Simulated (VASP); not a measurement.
Here is a VASP 6.6.1 calculation.

INCAR

```
SYSTEM = CoO
PREC = Accurate
ENCUT = 600
EDIFF = 1E-6
ISMEAR = 0
SIGMA = 0.1
LREAL = .False.
LASPH = .True.
NELM = 150
ALGO = Normal
ISIF = 3
LWAVE = .False.
LCHARG = .False.
ISPIN = 2
MAGMOM = 2.73 0.35
LORBIT = 11
LMAXMIX = 4
GGA = PE
IBRION = 2
NSW = 80
EDIFFG = -0.01
```

File KPOINTS:

```
Automatic mesh
0
Gamma
  10 10 10
  0 0 0
```

POSCAR

```
CoO
1.0
   -1.5080001529      1.5080001529      2.1072499549
    1.5080001529     -1.5080001529      2.1072499549
    1.5080001529      1.5080001529     -2.1072499549
Co O
1 1
Direct
    0.0000000000      0.0000000000      0.0000000000
    0.5000000000      0.5000000000      0.0000000000
```

Potentials or basis: VASP PAW PBE potentials, release 64 (Co, O).

Launch:

```bash
$ cat potpaw_PBE.64/Co/POTCAR potpaw_PBE.64/O/POTCAR > POTCAR
$ mpirun -np 1 vasp_std > vasp.out
```

Problem. Predict the relaxed cell.

Solution. a = 2.994 Å, b = 2.994 Å, c = 2.994 Å, α = 119.64°, β = 119.64°, γ = 90.62°.

Problem. Estimate the net moment.

Solution. 2.88 μB per cell.

Problem. What does it give for the relaxed volume?

Solution. 9.54 Å³/atom.

Final structure:
```cif
data_structure
_symmetry_space_group_name_H-M 'P 1'
_symmetry_Int_Tables_number 1
_cell_length_a 2.9936
_cell_length_b 2.9936
_cell_length_c 2.9936
_cell_angle_alpha 119.641
_cell_angle_beta 119.641
_cell_angle_gamma 90.624
_cell_volume 19.07
loop_
_atom_site_label
_atom_site_type_symbol
_atom_site_fract_x
_atom_site_fract_y
_atom_site_fract_z
_atom_site_occupancy
Co1 Co 0.00000 0.00000 0.00000 1
O1 O 0.50000 0.50000 0.00000 1
```

Caveat: a cell with one magnetic atom can't hold antiferromagnetic order, which such compounds often take.
